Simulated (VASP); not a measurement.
# Si (R3) in VASP: single point with r2SCAN

Aim: the single point of Si with r2SCAN.

Everything below comes from runs of VASP 6.6.1. Logs are shortened: lines on timing, memory, paths and dates and some standing lists are left out, and cuts for length are marked.

## (1) The cell of the first run

It takes space group R3 (No. 146, trigonal). The conventional cell has a = 9.401 Å, b = 9.401 Å, c = 5.757 Å, α = 90.00°, β = 90.00°, γ = 120.00°. Si (site symmetry 3) has 4 Si at 2.12 to 2.43 Å within 2.8 Å. Si (site symmetry 1) has 4 Si at 2.32 to 2.43 Å within 3.1 Å. Si (site symmetry 3) has 4 Si at 2.12 to 2.39 Å within 2.8 Å. Si (site symmetry 1) has 4 Si at 2.32 to 2.39 Å within 3.1 Å.

## (2) Single point, r2SCAN (atom 1 (Si) moved +0.200 Å towards its neighbour atom 5 (Si) at 2.319 Å)

The input, POSCAR:

```
Si
1.0
   -3.3236145461      3.3236145461      3.3236145461
    3.3236145461     -3.3236145461      3.3236145461
    3.3236145461      3.3236145461     -3.3236145461
Si
8
Direct
    0.1666573396      0.1666573396      0.1666573396
    0.5000000000      0.0000000000      0.2986003483
    0.2986003483      0.5000000000      0.0000000000
    0.0000000000      0.2986003483      0.5000000000
    0.7986003483      0.7986003483      0.7986003483
    0.5000000000      0.0000000000      0.7013996517
    0.7013996517      0.5000000000      0.0000000000
    0.0000000000      0.7013996517      0.5000000000
```

The input, INCAR.step1:

```
SYSTEM = Si
PREC = Accurate
ENCUT = 520
ISMEAR = 0
SIGMA = 0.15
LREAL = .False.
LASPH = .True.
NELM = 60
NBANDS = 26
GGA = PE
ALGO = Normal
EDIFF = 1E-4
LWAVE = .True.
LCHARG = .False.
```

The input, INCAR.step2:

```
SYSTEM = Si
PREC = Accurate
ENCUT = 520
EDIFF = 1E-6
ISMEAR = 0
SIGMA = 0.15
LREAL = .False.
LASPH = .True.
NELM = 60
ALGO = Normal
ISIF = 2
LWAVE = .False.
LCHARG = .False.
METAGGA = R2SCAN
LMIXTAU = .True.
NBANDS = 26
ISTART = 1
```

The input, KPOINTS:

```
regular mesh
0
Gamma
  8 8 8
  0 0 0
```

Potentials or basis: VASP PAW PBE potentials, release 64 (Si).

On the command line:

```
cat potpaw_PBE.64/Si/POTCAR > POTCAR
cp INCAR.step1 INCAR
mpirun -np 1 vasp_std > vasp.out
cp INCAR.step2 INCAR
mpirun -np 1 vasp_std > vasp.out
```

OUTCAR:

```text
SYSTEM = Si
   PREC = Accurate
   ENCUT = 520
   EDIFF = 1E-6
   ISMEAR = 0
   LREAL = .False.
   LASPH = .True.
   NELM = 60
   ISIF = 2
   METAGGA = R2SCAN
   ISTART = 1

 ion  position               nearest neighbor table
   1  0.167  0.167  0.167-   5 2.12   3 2.43   4 2.43   2 2.43
   2  0.500  0.000  0.299-   6 2.32   4 2.39   3 2.39   1 2.43
   3  0.299  0.500  0.000-   7 2.32   2 2.39   4 2.39   1 2.43
   4  0.000  0.299  0.500-   8 2.32   3 2.39   2 2.39   1 2.43
   5  0.799  0.799  0.799-   1 2.12   6 2.39   7 2.39   8 2.39
   6  0.500  0.000  0.701-   2 2.32   5 2.39   7 2.39   8 2.39
   7  0.701  0.500  0.000-   3 2.32   5 2.39   8 2.39   6 2.39
   8  0.000  0.701  0.500-   4 2.32   5 2.39   6 2.39   7 2.39

  LATTYP: Found a body centered cubic cell.
 ALAT       =     6.6472290922

  Lattice vectors:

 A1 = (  -3.3236145461,   3.3236145461,   3.3236145461)
 A2 = (   3.3236145461,  -3.3236145461,   3.3236145461)
 A3 = (   3.3236145461,   3.3236145461,  -3.3236145461)

Analysis of symmetry for initial positions (statically):
=====================================================================
 Subroutine PRICEL returns:
 Original cell was already a primitive cell.

 Routine SETGRP: Setting up the symmetry group for a
 body centered cubic supercell.

 Subroutine GETGRP returns: Found  3 space group operations
 (whereof  3 operations were pure point group operations)
 out of a pool of 48 trial point group operations.

The static configuration has the point symmetry C_3 .

Analysis of symmetry for dynamics (positions and initial velocities):
=====================================================================
 Subroutine PRICEL returns:
 Original cell was already a primitive cell.

 Routine SETGRP: Setting up the symmetry group for a
 body centered cubic supercell.

 Subroutine GETGRP returns: Found  3 space group operations
 (whereof  3 operations were pure point group operations)
 out of a pool of 48 trial point group operations.

The dynamic configuration has the point symmetry C_3 .

 Subroutine INISYM returns: Found  3 space group operations
 (whereof  3 operations are pure point group operations),
 and found     1 'primitive' translations

----------------------------------------------------------------------------------------

                                     Primitive cell

  volume of cell :     146.8561
[... 100 lines left out ...]
   NELM   =     60;   NELMIN=  2; NELMDL=  0     # of ELM steps
   EDIFF  = 0.1E-05   stopping-criterion for ELM
   LREAL  =      F    real-space projection
   EDIFFG = 0.1E-04   stopping-criterion for IOM
   NSW    =      0    number of steps for IOM
   IBRION =     -1    ionic relax: 0-MD 1-quasi-New 2-CG
   NFREE  =      0    steps in history (QN), initial steepest desc. (CG)
   ISIF   =      2    stress and relaxation
   ISYM   =      2    0-nonsym 1-usesym 2-fastsym
   POTIM  = 0.5000    time-step for ionic-motion
   TEBEG  =    0.0;   TEEND  =   0.0 temperature during run
   PSTRESS=    0.0 pullay stress
   NELECT =      32.0000    total number of electrons
   NUPDOWN=      -1.0000    fix difference up-down
   EMIN   =  10.00;   EMAX   =-10.00  energy-range for DOS
   EFERMI =   0.00;   METHOD = LEGACY
   ISMEAR =     0;   SIGMA  =   0.15  broadening in eV -4-tet -1-fermi 0-gaus
   EFERMI_NEDOS =   21; number of points for ismear=-14 and -15
   IALGO  =     38    algorithm
   IMIX   =      4    mixing-type and parameters
     AMIX     =   0.40;   BMIX     =  1.00
     AMIX_MAG =   1.60;   BMIX_MAG =  1.00
  volume/ion in A,a.u.               =      18.36       123.88
  Fermi-wavevector in a.u.,A,eV,Ry     =   0.985131  1.861628 13.204236  0.970484
  Thomas-Fermi vector in A             =   2.116416
   LORBIT       =      0    0 simple, 1 ext, 2 COOP (PROOUT), +10 PAW based schemes
   METAGGA = R2SCAN    functional components
   LHFCALC =     F    Hartree Fock is set to
   AEXX    =    0.0000 exact exchange contribution
   IVDW    =     0    specifies the selected vdW correction
   LEPSILON=     F    determine dielectric tensor
   LRPA    =     F    only Hartree local field effects (RPA)
 non-spin polarized calculation
 Gauss-broadening in eV      SIGMA  =   0.15
  energy-cutoff  :      520.00
  volume of cell :      146.86
 maximum number of plane-waves:      4012
 NGX is ok and might be reduce to    48
   NGX = 21   NGY = 21   NGZ = 21

 number of electron      31.9999999 magnetization

 Free energy of the ion-electron system (eV)
  ---------------------------------------------------
  ext. energy  EPLUGINS =         0.00000000
  ---------------------------------------------------
  free energy    TOTEN  =       -68.40061553 eV

  energy without entropy =      -68.39868050  energy(sigma->0) =      -68.39964802

 E-fermi :   7.1370     XC(G=0): -10.3603

 val. band max:        6.9829463013   @ k =   0.3750  -0.3750   0.5000
 cond. band min:       7.1916914433   @ k =   0.5000   0.5000   0.5000
 fundamental gap:      0.2087451419
 Fermi energy:         7.1369577396

 k-point     1 :       0.0000    0.0000    0.0000
  band No.  band energies     occupation
      1      -6.2992      2.00000
      2      -1.8608      2.00000
      3      -1.5977      2.00000
      4      -1.3312      2.00000
      5      -1.3312      2.00000
      6       0.3086      2.00000
[... 685 lines left out ...]
     25      11.7364      0.00000
     26      12.0594      0.00000

 [... further k-points ...]
[... 5 lines left out ...]
  --------------------------------------------------------------------------------------
  -------------------------------------------------------------------------------------
  Total        1.2581241      1.2581241      1.2581241      1.8986534      1.8986534      1.8986534
  in kB       13.7259412     13.7259412     13.7259412     20.7140171     20.7140171     20.7140171
  external PRESSURE =      13.7259412 kB  Pullay stress =       0.0000000 kB

 VOLUME and BASIS-vectors are now :
 -----------------------------------------------------------------------------
  energy-cutoff  :      520.00
  volume of cell :      146.86
      direct lattice vectors                 reciprocal lattice vectors
    -3.323614546  3.323614546  3.323614546     0.000000000  0.150438624  0.150438624
     3.323614546 -3.323614546  3.323614546     0.150438624  0.000000000  0.150438624
     3.323614546  3.323614546 -3.323614546     0.150438624  0.150438624  0.000000000

 POSITION                                       TOTAL-FORCE (eV/Angst)
 -----------------------------------------------------------------------------------
      0.55390      0.55390      0.55390         1.943144      1.943144      1.943144
     -0.66937      2.65424      0.66937         0.095657     -0.258893     -0.133965
      0.66937     -0.66937      2.65424        -0.133965      0.095657     -0.258893
      2.65424      0.66937     -0.66937        -0.258893     -0.133965      0.095657
      2.65424      2.65424      2.65424        -1.525154     -1.525154     -1.525154
      0.66937      3.99299     -0.66937        -0.012270     -0.081805     -0.026714
     -0.66937      0.66937      3.99299        -0.026714     -0.012270     -0.081805
      3.99299     -0.66937      0.66937        -0.081805     -0.026714     -0.012270
 -----------------------------------------------------------------------------------
    total drift:                               -0.000003     -0.000003     -0.000003

  FREE ENERGIE OF THE ION-ELECTRON SYSTEM (eV)
  ---------------------------------------------------
  free  energy   TOTEN  =       -68.4006155337 eV

  energy  without entropy=      -68.3986805032  energy(sigma->0) =      -68.39964802
```

OSZICAR.step1:

```text
N       E                     dE             d eps       ncg     rms          rms(c)
DAV:   1     0.583654402704E+02    0.58365E+02   -0.12061E+04  4680   0.102E+03
DAV:   2    -0.378542432750E+02   -0.96220E+02   -0.88471E+02  5794   0.145E+02
DAV:   3    -0.425111173362E+02   -0.46569E+01   -0.45538E+01  6284   0.286E+01
DAV:   4    -0.425809439474E+02   -0.69827E-01   -0.69635E-01  5818   0.433E+00
DAV:   5    -0.425821745789E+02   -0.12306E-02   -0.12294E-02  6178   0.543E-01    0.966E+00
DAV:   6    -0.419862302054E+02    0.59594E+00   -0.46171E-01  5788   0.303E+00    0.575E+00
DAV:   7    -0.418240111349E+02    0.16222E+00   -0.64342E-01  5900   0.333E+00    0.818E-01
DAV:   8    -0.418186552263E+02    0.53559E-02   -0.99908E-02  5512   0.156E+00    0.498E-01
DAV:   9    -0.418187641469E+02   -0.10892E-03   -0.45036E-03  5686   0.370E-01    0.203E-01
DAV:  10    -0.418187225883E+02    0.41559E-04   -0.62313E-04  5842   0.120E-01
   1 F= -.41818723E+02 E0= -.41816001E+02  d E =-.544222E-02
```

Wall time 21 min (1 thread of Intel Xeon Platinum 8259CL at 2.50GHz (Skylake/Cascade Lake), shared host); peak memory 0.49 GiB.

Results:

| Property | Result |
| --- | --- |
| Free energy | -68.4006 eV |
| Pressure | 1.4 GPa |
| Largest force | 3.366 eV/Å |
| Band gap on the k mesh | zero (filled and empty bands touch) |

Forces on the atoms (eV/Å):
```
Si   1.943  1.943  1.943
Si   0.096 -0.259 -0.134
Si  -0.134  0.096 -0.259
Si  -0.259 -0.134  0.096
Si  -1.525 -1.525 -1.525
Si  -0.012 -0.082 -0.027
Si  -0.027 -0.012 -0.082
Si  -0.082 -0.027 -0.012
```

Stress tensor (GPa, compression positive):
```
1.37 2.07 2.07
2.07 1.37 2.07
2.07 2.07 1.37
```

Levels at points of the mesh, in eV from the Fermi level:
```
           k point  band 12  band 13  band 14  band 15  band 16  band 17  band 18  band 19  band 20  band 21
(0.00, 0.00, 0.00)    -4.30    -4.12    -1.57    -1.57    -1.18     1.60     1.60     1.79     3.69     3.87
(0.50, 0.00, 0.00)    -2.88    -2.60    -2.55    -1.58    -1.49     0.49     0.65     2.16     2.27     2.31
(0.50, 0.00, 0.50)    -2.85    -2.47    -2.36    -1.52    -1.47     0.35     0.58     2.20     2.23     2.29
(0.50, 0.50, 0.50)    -2.70    -2.70    -0.40    -0.27     0.05     0.05     2.93     3.06     3.06     3.09
```

Caveat: the cell differs from its parent crystal (atom 1 (Si) moved +0.200 Å towards its neighbour atom 5 (Si) at 2.319 Å); semilocal functionals underestimate gaps, and a narrow one can read as zero; the PAW data sets were made with another functional, which shifts forces and pressure a little.

The gap in the log of VASP goes by the Fermi energy; the results here count the filled bands.